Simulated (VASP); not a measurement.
**Zn: single point with LDA**

The system is Zn.

```
Zn
1.0
     2.61971    0.00000    0.00000
     0.00000    2.61971    0.00000
     0.00000    0.00000    2.61971
Zn
1
Cartesian
  0.0000 0.0000 0.0000
```

This cell differs from its parent crystal: volume scaled by 1.12.

```json
{"Program": "VASP 6.6.1", "Task": "single point", "Functional": "LDA", "Potentials or basis": "VASP PAW LDA potentials, release 64 (Zn)", "Cutoff": "520 eV", "k mesh": "14 × 14 × 14", "Occupations": "fermi-dirac, width 0.1 eV", "Spin": "no spin polarisation", "Dipole correction": "no", "Further INCAR settings": "ALGO = Normal; EDIFF = 1e-06; NBANDS = 12"}
```

```
Pressure               : -5.5 GPa
Band gap on the k mesh : zero (band 6 reaches 7.06 eV, above the bottom of band 7 at -1.18 eV)
```

Levels at points of the mesh, in eV from the Fermi level:
| k point | band 4 | band 5 | band 6 | band 7 | band 8 | band 9 |
| --- | --- | --- | --- | --- | --- | --- |
| (0.00, 0.00, 0.00) | -6.74 | -6.74 | -6.74 | 12.30 | 12.30 | 12.30 |
| (0.50, 0.00, 0.00) | -7.09 | -6.71 | -2.87 | -2.70 | 16.74 | 16.74 |
| (0.50, 0.50, 0.00) | -7.03 | -6.47 | 1.45 | 1.45 | 2.52 | 6.37 |
| (0.50, 0.50, 0.50) | -6.45 | -6.45 | 5.53 | 5.53 | 5.53 | 9.52 |

Run time: 12 s on 1 thread of Intel(R) Xeon(R) Platinum 8488C (Sapphire Rapids), on a shared host, peak memory 0.14 GiB.
